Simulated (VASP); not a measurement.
# CdSe (Fm-3m) in VASP: further runs

The runs below take CdSe through single point, with r2SCAN.

Everything below comes from runs of VASP 6.6.1. Logs are shortened: lines on timing, memory, paths and dates and some standing lists are left out, and cuts for length are marked.

## (1) The cell of the first run

It takes space group Fm-3m (No. 225, cubic). Conventional cell: a = 5.631 Å, b = 5.631 Å, c = 5.631 Å, α = 90.00°, β = 90.00°, γ = 90.00°. Within 3.7 Å of Cd (site symmetry m-3m) lie 6 Se at 2.82 Å. Se (site symmetry m-3m) has 6 Cd at 2.82 Å within 3.7 Å.

## (2) Single point, r2SCAN

POSCAR

```
CdSe
1.0
    0.0000000000      2.8152893338      2.8152893338
    2.8152893338      0.0000000000      2.8152893338
    2.8152893338      2.8152893338      0.0000000000
Cd Se
1 1
Direct
    0.0000000000      0.0000000000      0.0000000000
    0.5000000000      0.5000000000      0.5000000000
```

INCAR.step1

```
SYSTEM = CdSe
PREC = Accurate
ENCUT = 520
ISMEAR = -1
SIGMA = 0.05
LREAL = .FALSE.
LASPH = .TRUE.
NELM = 60
NBANDS = 16
GGA = PE
ALGO = Normal
EDIFF = 1E-4
LWAVE = .TRUE.
LCHARG = .FALSE.
```

INCAR.step2

```
SYSTEM = CdSe
PREC = Accurate
ENCUT = 520
EDIFF = 1E-6
ISMEAR = -1
SIGMA = 0.05
LREAL = .FALSE.
LASPH = .TRUE.
NELM = 60
ALGO = Normal
ISIF = 2
LWAVE = .FALSE.
LCHARG = .FALSE.
METAGGA = R2SCAN
LMIXTAU = .TRUE.
NBANDS = 16
ISTART = 1
```

KPOINTS

```
Automatic mesh
0
G
  8 8 8
  0 0 0
```

Potentials or basis: VASP PAW PBE potentials, release 64 (Cd, Se).

Launch:

```sh
$ cat potpaw_PBE.64/Cd/POTCAR potpaw_PBE.64/Se/POTCAR > POTCAR
$ cp INCAR.step1 INCAR
$ mpirun -np 1 vasp_std > vasp.out
$ cp INCAR.step2 INCAR
$ mpirun -np 1 vasp_std > vasp.out
```

OUTCAR:

```text
SYSTEM = CdSe
   PREC = Accurate
   ENCUT = 520
   EDIFF = 1E-6
   ISMEAR = -1
   LREAL = .FALSE.
   LASPH = .TRUE.
   NELM = 60
   ISIF = 2
   METAGGA = R2SCAN
   ISTART = 1

 ion  position               nearest neighbor table
   1  0.000  0.000  0.000-   2 2.82   2 2.82   2 2.82   2 2.82   2 2.82   2 2.82
   2  0.500  0.500  0.500-   1 2.82   1 2.82   1 2.82   1 2.82   1 2.82   1 2.82

  LATTYP: Found a face centered cubic cell.
 ALAT       =     5.6305786676

  Lattice vectors:

 A1 = (   0.0000000000,   2.8152893338,   2.8152893338)
 A2 = (   2.8152893338,   0.0000000000,   2.8152893338)
 A3 = (   2.8152893338,   2.8152893338,   0.0000000000)

Analysis of symmetry for initial positions (statically):
=====================================================================
 Subroutine PRICEL returns:
 Original cell was already a primitive cell.

 Routine SETGRP: Setting up the symmetry group for a
 face centered cubic supercell.

 Subroutine GETGRP returns: Found 48 space group operations
 (whereof 48 operations were pure point group operations)
 out of a pool of 48 trial point group operations.

The static configuration has the point symmetry O_h .

Analysis of symmetry for dynamics (positions and initial velocities):
=====================================================================
 Subroutine PRICEL returns:
 Original cell was already a primitive cell.

 Routine SETGRP: Setting up the symmetry group for a
 face centered cubic supercell.

 Subroutine GETGRP returns: Found 48 space group operations
 (whereof 48 operations were pure point group operations)
 out of a pool of 48 trial point group operations.

The dynamic configuration has the point symmetry O_h .

 Subroutine INISYM returns: Found 48 space group operations
 (whereof 48 operations are pure point group operations),
 and found     1 'primitive' translations

----------------------------------------------------------------------------------------

                                     Primitive cell

  volume of cell :      44.6271

  direct lattice vectors                    reciprocal lattice vectors
     0.000000000  2.815289334  2.815289334    -0.177601639  0.177601639  0.177601639
     2.815289334  0.000000000  2.815289334     0.177601639 -0.177601639  0.177601639
     2.815289334  2.815289334  0.000000000     0.177601639  0.177601639 -0.177601639

  length of vectors
     3.981420358  3.981420358  3.981420358     0.307615062  0.307615062  0.307615062

  position of ions in fractional coordinates (direct lattice)
     0.000000000  0.000000000  0.000000000
     0.500000000  0.500000000  0.500000000

  ion indices of the primitive-cell ions
   primitive index   ion index
                 1           1
                 2           2

----------------------------------------------------------------------------------------

 KPOINTS: Automatic mesh

Automatic generation of k-mesh.
 Grid dimensions read from file:
 generate k-points for:    8    8    8

 Generating k-lattice:

  Cartesian coordinates                     Fractional coordinates (reciprocal lattice)
    -0.022200205  0.022200205  0.022200205     0.125000000  0.000000000  0.000000000
     0.022200205 -0.022200205  0.022200205     0.000000000  0.125000000  0.000000000
     0.022200205  0.022200205 -0.022200205     0.000000000  0.000000000  0.125000000

  Length of vectors
     0.038451883  0.038451883  0.038451883

  Shift w.r.t. Gamma in fractional coordinates (k-lattice)
     0.000000000  0.000000000  0.000000000

 Subroutine IBZKPT returns following result:
 ===========================================

 Found     29 irreducible k-points:

 Following reciprocal coordinates:
            Coordinates               Weight
  0.000000  0.000000  0.000000      1.000000
  0.125000  0.000000  0.000000      8.000000
  0.250000  0.000000  0.000000      8.000000
  0.375000  0.000000  0.000000      8.000000
  0.500000  0.000000  0.000000      4.000000
  0.125000  0.125000  0.000000      6.000000
[... 16 lines left out ...]
  0.500000  0.250000  0.125000     48.000000
 -0.375000  0.250000  0.125000     24.000000
 [... further k-points ...]
   k-points           NKPTS =     29   k-points in BZ     NKDIM =     29   number of bands    NBANDS=     16
   number of dos      NEDOS =    301   number of ions     NIONS =      2
   total plane-waves  NPLWV =  27000
   dimension x,y,z NGX =    30 NGY =   30 NGZ =   30
   dimension x,y,z NGXF=    60 NGYF=   60 NGZF=   60
   ions per type =               1   1
   NGX,Y,Z   is equivalent  to a cutoff of  12.53, 12.53, 12.53 a.u.
   NGXF,Y,Z  is equivalent  to a cutoff of  25.05, 25.05, 25.05 a.u.
 SYSTEM =  CdSe
   PREC   = accura    normal or accurate (medium, high low for compatibility)
   ISTART =      1    job   : 0-new  1-cont  2-samecut
   ICHARG =      0    charge: 1-file 2-atom 10-const
   ISPIN  =      1    spin polarized calculation?
   LNONCOLLINEAR =      F non collinear calculations
   LSORBIT =      F    spin-orbit coupling
   LASPH  =      T    aspherical Exc in radial PAW
   ENCUT  =  520.0 eV  38.22 Ry    6.18 a.u.   7.40  7.40  7.40*2*pi/ulx,y,z
   NELM   =     60;   NELMIN=  2; NELMDL=  0     # of ELM steps
   EDIFF  = 0.1E-05   stopping-criterion for ELM
   LREAL  =      F    real-space projection
   EDIFFG = 0.1E-04   stopping-criterion for IOM
   NSW    =      0    number of steps for IOM
   IBRION =     -1    ionic relax: 0-MD 1-quasi-New 2-CG
   NFREE  =      0    steps in history (QN), initial steepest desc. (CG)
   ISIF   =      2    stress and relaxation
   ISYM   =      2    0-nonsym 1-usesym 2-fastsym
   POTIM  = 0.5000    time-step for ionic-motion
   TEBEG  =    0.0;   TEEND  =   0.0 temperature during run
   PSTRESS=    0.0 pullay stress
   NELECT =      18.0000    total number of electrons
   NUPDOWN=      -1.0000    fix difference up-down
   EMIN   =  10.00;   EMAX   =-10.00  energy-range for DOS
   EFERMI =   0.00;   METHOD = LEGACY
   ISMEAR =    -1;   SIGMA  =   0.05  broadening in eV -4-tet -1-fermi 0-gaus
   EFERMI_NEDOS =   21; number of points for ismear=-14 and -15
   IALGO  =     38    algorithm
   IMIX   =      4    mixing-type and parameters
     AMIX     =   0.40;   BMIX     =  1.00
     AMIX_MAG =   1.60;   BMIX_MAG =  1.00
  volume/ion in A,a.u.               =      22.31       150.58
  Fermi-wavevector in a.u.,A,eV,Ry     =   1.209575  2.285764 19.906283  1.463071
  Thomas-Fermi vector in A             =   2.345148
   LORBIT       =      0    0 simple, 1 ext, 2 COOP (PROOUT), +10 PAW based schemes
   METAGGA = R2SCAN    functional components
   LHFCALC =     F    Hartree Fock is set to
   AEXX    =    0.0000 exact exchange contribution
   IVDW    =     0    specifies the selected vdW correction
   LEPSILON=     F    determine dielectric tensor
   LRPA    =     F    only Hartree local field effects (RPA)
 non-spin polarized calculation
  energy-cutoff  :      520.00
  volume of cell :       44.63
 maximum number of plane-waves:      1243
 NGX is ok and might be reduce to    30
   NGX = 15   NGY = 15   NGZ = 15

 number of electron      17.9999992 magnetization

 Free energy of the ion-electron system (eV)
  ---------------------------------------------------
  ext. energy  EPLUGINS =         0.00000000
  ---------------------------------------------------
  free energy    TOTEN  =       -35.69186587 eV

  energy without entropy =      -35.68963038  energy(sigma->0) =      -35.69074813

 E-fermi :   2.6564     XC(G=0): -10.8231

 val. band max:        2.5517663378   @ k =   0.5000   0.5000   0.0000
 cond. band min:       3.3688894570   @ k =   0.3750   0.3750   0.0000
 fundamental gap:      0.8171231192
 Fermi energy:         2.6564278568

 k-point     1 :       0.0000    0.0000    0.0000
  band No.  band energies     occupation
      1     -11.1402      2.00000
      2      -5.7367      2.00000
      3      -5.7367      2.00000
      4      -5.7177      2.00000
      5      -5.7176      2.00000
      6      -5.7176      2.00000
[... 8 lines left out ...]
     15      13.4804      0.00000
     16      13.4804      0.00000

 k-point     2 :       0.1250    0.0000    0.0000
  band No.  band energies     occupation
      1     -11.0113      2.00000
      2      -5.7777      2.00000
      3      -5.7777      2.00000
      4      -5.7296      2.00000
      5      -5.6963      2.00000
      6      -5.6963      2.00000
[... 8 lines left out ...]
     15      12.7122      0.00000
     16      13.1163      0.00000

 k-point     3 :       0.2500    0.0000    0.0000
  band No.  band energies     occupation
      1     -10.6675      2.00000
      2      -5.8784      2.00000
      3      -5.8784      2.00000
      4      -5.7730      2.00000
      5      -5.6398      2.00000
      6      -5.6398      2.00000
[... 8 lines left out ...]
     15      13.4913      0.00000
     16      13.4913      0.00000

 k-point     4 :       0.3750    0.0000    0.0000
  band No.  band energies     occupation
      1     -10.2598      2.00000
      2      -5.9756      2.00000
      3      -5.9756      2.00000
      4      -5.8557      2.00000
      5      -5.5820      2.00000
      6      -5.5820      2.00000
[... 8 lines left out ...]
     15      15.0055      0.00000
     16      15.0055      0.00000

 k-point     5 :       0.5000    0.0000    0.0000
  band No.  band energies     occupation
      1     -10.0634      2.00000
      2      -6.0149      2.00000
      3      -6.0149      2.00000
      4      -5.9125      2.00000
      5      -5.5578      2.00000
      6      -5.5578      2.00000
[... 8 lines left out ...]
     15      16.2673      0.00000
     16      16.2673      0.00000

 k-point     6 :       0.1250    0.1250    0.0000
  band No.  band energies     occupation
      1     -10.9746      2.00000
      2      -5.8258      2.00000
      3      -5.7354      2.00000
      4      -5.7238      2.00000
      5      -5.6953      2.00000
      6      -5.6953      2.00000
[... 8 lines left out ...]
     15      14.6909      0.00000
     16      14.6909      0.00000

 k-point     7 :       0.2500    0.1250    0.0000
  band No.  band energies     occupation
      1     -10.7203      2.00000
      2      -5.8958      2.00000
      3      -5.7762      2.00000
      4      -5.7568      2.00000
      5      -5.6601      2.00000
      6      -5.6350      2.00000
[... 8 lines left out ...]
     15      14.5986      0.00000
     16      14.6664      0.00000

 k-point     8 :       0.3750    0.1250    0.0000
  band No.  band energies     occupation
      1     -10.3559      2.00000
      2      -5.9331      2.00000
      3      -5.8782      2.00000
      4      -5.7993      2.00000
      5      -5.6060      2.00000
      6      -5.5742      2.00000
[... 8 lines left out ...]
     15      15.1439      0.00000
     16      15.7767      0.00000

 k-point     9 :       0.5000    0.1250    0.0000
  band No.  band energies     occupation
      1     -10.0949      2.00000
      2      -5.9653      2.00000
      3      -5.9097      2.00000
      4      -5.8630      2.00000
      5      -5.5573      2.00000
      6      -5.5519      2.00000
[... 8 lines left out ...]
     15      16.4135      0.00000
     16      16.4858      0.00000
[... 172 lines left out ...]
 k-point    19 :       0.5000    0.3750    0.0000
  band No.  band energies     occupation
      1     -10.2242      2.00000
      2      -5.8219      2.00000
      3      -5.7036      2.00000
      4      -5.5471      2.00000
      5      -5.5146      2.00000
      6      -5.0952      2.00000
[... 8 lines left out ...]
     15      17.6159      0.00000
     16      18.5705      0.00000

 k-point    20 :      -0.3750    0.3750    0.0000
  band No.  band energies     occupation
      1     -10.1306      2.00000
      2      -5.8109      2.00000
      3      -5.8037      2.00000
      4      -5.6095      2.00000
      5      -5.5278      2.00000
      6      -5.1382      2.00000
[... 8 lines left out ...]
     15      15.8617      0.00000
     16      18.8621      0.00000

 k-point    21 :       0.5000    0.5000    0.0000
  band No.  band energies     occupation
      1     -10.2472      2.00000
      2      -5.8393      2.00000
      3      -5.6482      2.00000
      4      -5.5002      2.00000
      5      -5.5002      2.00000
      6      -4.8751      2.00000
[... 8 lines left out ...]
     15      17.8844      0.00000
     16      18.3490      0.00000

 k-point    22 :       0.3750    0.2500    0.1250
  band No.  band energies     occupation
      1     -10.4740      2.00000
      2      -5.8998      2.00000
      3      -5.8151      2.00000
      4      -5.7664      2.00000
      5      -5.6244      2.00000
      6      -5.5707      2.00000
[... 8 lines left out ...]
     15      16.1202      0.00000
     16      16.1843      0.00000

 k-point    23 :       0.5000    0.2500    0.1250
  band No.  band energies     occupation
      1     -10.2057      2.00000
      2      -5.9097      2.00000
      3      -5.8279      2.00000
      4      -5.7655      2.00000
      5      -5.5752      2.00000
      6      -5.5014      2.00000
[... 8 lines left out ...]
     15      16.1983      0.00000
     16      16.9069      0.00000

 k-point    24 :      -0.3750    0.2500    0.1250
  band No.  band energies     occupation
      1     -10.0870      2.00000
      2      -5.9431      2.00000
      3      -5.7918      2.00000
      4      -5.7639      2.00000
      5      -5.5465      2.00000
      6      -5.4676      2.00000
[... 8 lines left out ...]
     15      14.7406      0.00000
     16      17.5343      0.00000

 [... further k-points ...]

------------------------ aborting loop because EDIFF is reached ----------------------------------------

  FORCE on cell =-STRESS in cart. coord.  units (eV):
  Direction    XX          YY          ZZ          XY          YZ          ZX
  --------------------------------------------------------------------------------------
  -------------------------------------------------------------------------------------
  Total        0.7280997      0.7280997      0.7280997      0.0000000      0.0000000     -0.0000000
  in kB       26.1398041     26.1398041     26.1398041      0.0000000      0.0000000     -0.0000000
  external PRESSURE =      26.1398041 kB  Pullay stress =       0.0000000 kB

 VOLUME and BASIS-vectors are now :
 -----------------------------------------------------------------------------
  energy-cutoff  :      520.00
  volume of cell :       44.63
      direct lattice vectors                 reciprocal lattice vectors
     0.000000000  2.815289334  2.815289334    -0.177601639  0.177601639  0.177601639
     2.815289334  0.000000000  2.815289334     0.177601639 -0.177601639  0.177601639
     2.815289334  2.815289334  0.000000000     0.177601639  0.177601639 -0.177601639

 POSITION                                       TOTAL-FORCE (eV/Angst)
 -----------------------------------------------------------------------------------
      0.00000      0.00000      0.00000         0.000000      0.000000      0.000000
      2.81529      2.81529      2.81529         0.000000      0.000000     -0.000000
 -----------------------------------------------------------------------------------
    total drift:                               -0.000000      0.000000      0.000000

  FREE ENERGIE OF THE ION-ELECTRON SYSTEM (eV)
  ---------------------------------------------------
  free  energy   TOTEN  =       -35.6918658728 eV

  energy  without entropy=      -35.6896303803  energy(sigma->0) =      -35.69074813
```

Run time: 52 s. Hardware: 1 thread of Intel Xeon 6975P-C (Granite Rapids), shared host; peak memory 0.18 GiB.

What came out:

| Property | Result |
| --- | --- |
| Free energy | -35.6919 eV |
| Pressure | 2.6 GPa |

Levels at points of the mesh, in eV from the Fermi level:
```
           k point  band 6  band 7  band 8  band 9  band 10  band 11  band 12  band 13
(0.00, 0.00, 0.00)   -8.37   -0.82   -0.82   -0.82     0.87     9.11     9.11     9.11
(0.50, 0.00, 0.00)   -8.21   -5.36   -0.15   -0.15     3.46     5.70     5.70     6.92
(0.50, 0.50, 0.00)   -7.53   -4.62   -2.40   -2.40    -0.10     5.71    10.90    11.54
```

Caveat: the PAW data sets were made with another functional, which shifts forces and pressure a little.

## (3) Single point, r2SCAN

This run uses another cell than the first one, of 22.79 Å³/atom, 1.021 times its volume.

POSCAR

```
CdSe
1.0
    0.0000000000      2.8351159683      2.8351159683
    2.8351159683      0.0000000000      2.8351159683
    2.8351159683      2.8351159683      0.0000000000
Cd Se
1 1
Direct
    0.0000000000      0.0000000000      0.0000000000
    0.5000000000      0.5000000000      0.5000000000
```

INCAR.step1

```
SYSTEM = CdSe
ALGO = Normal
EDIFF = 1E-4
ENCUT = 520
GGA = PE
ISMEAR = -1
LASPH = .True.
LCHARG = .False.
LREAL = .False.
LWAVE = .True.
NBANDS = 16
NELM = 100
PREC = Accurate
SIGMA = 0.05
```

INCAR.step2

```
SYSTEM = CdSe
ALGO = Normal
EDIFF = 1E-6
ENCUT = 520
ISIF = 2
ISMEAR = -1
ISTART = 1
LASPH = .True.
LCHARG = .False.
LMIXTAU = .True.
LREAL = .False.
LWAVE = .False.
METAGGA = R2SCAN
NBANDS = 16
NELM = 100
PREC = Accurate
SIGMA = 0.05
```

KPOINTS

```
k-points
0
Gamma
  8 8 8
  0 0 0
```

Potentials or basis: VASP PAW PBE potentials, release 64 (Cd, Se).

Launch:

```sh
$ cat potpaw_PBE.64/Cd/POTCAR potpaw_PBE.64/Se/POTCAR > POTCAR
$ cp INCAR.step1 INCAR
$ mpirun -np 1 vasp_std > vasp.out
$ cp INCAR.step2 INCAR
$ mpirun -np 1 vasp_std > vasp.out
```

Run time: 43 s. Hardware: 1 thread of Intel Xeon 6975P-C (Granite Rapids), shared host; peak memory 0.18 GiB.

It converged, with:

```
Free energy : -35.7024 eV
Pressure    : 1.0 GPa
```

Levels at points of the mesh, in eV from the Fermi level:
```csv
k point,band 6,band 7,band 8,band 9,band 10,band 11,band 12,band 13
"(0.00, 0.00, 0.00)",-8.33,-0.78,-0.78,-0.78,0.77,9.10,9.10,9.10
"(0.50, 0.00, 0.00)",-8.18,-5.25,-0.15,-0.15,3.47,5.71,5.71,6.75
"(0.50, 0.50, 0.00)",-7.54,-4.48,-2.32,-2.32,-0.10,5.74,10.74,11.37
```

Caveat: the PAW data sets were made with another functional, which shifts forces and pressure a little.

(Part 1 of 2 ends here.)
